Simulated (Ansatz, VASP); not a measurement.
Te in VASP and in Ansatz

```
Te
1.0
     3.87752    0.00000    0.00000
    -1.93876    3.35803    0.00000
     0.00000    0.00000    5.92204
Te
2
Direct
  0.00000 0.00000 0.78982
  0.00000 0.00000 0.21018
```

Alike in both runs: task single point; functional PBE; k mesh 6 × 6 × 4; occupations gaussian, width 0.1 eV; no spin polarisation.

```csv
,VASP,Ansatz
version,VASP 6.6.1,Ansatz 0.2.0
potentials or method,"VASP PAW PBE potentials, release 64 (Te), cutoff 520 eV","scalar-relativistic, plane waves, PAW"
valence electrons in the cell,12,32
```

```tsv
	VASP	Ansatz	Ansatz less VASP
gap on the k mesh at the Fermi level (eV)	none	none	-
pressure (GPa)	2.6	2.5	-0.08
traceless stress, the component that is largest in VASP (GPa)	7.28	7.09	-0.199
rms of the force components (eV/Å)	0.757	0.721	-0.0356
```

Atom by atom the forces differ by 0.036 eV/Å (rms over components). A gap of «none» marks a metal or a gap that the smearing closes. With one functional, cell and mesh, what is left measures potentials, basis and numerics. VASP's potentials hold 12 valence electrons a cell and Ansatz's 32, so a difference there can come from the potentials and not from the codes.

Neither program's run includes spin-orbit coupling.
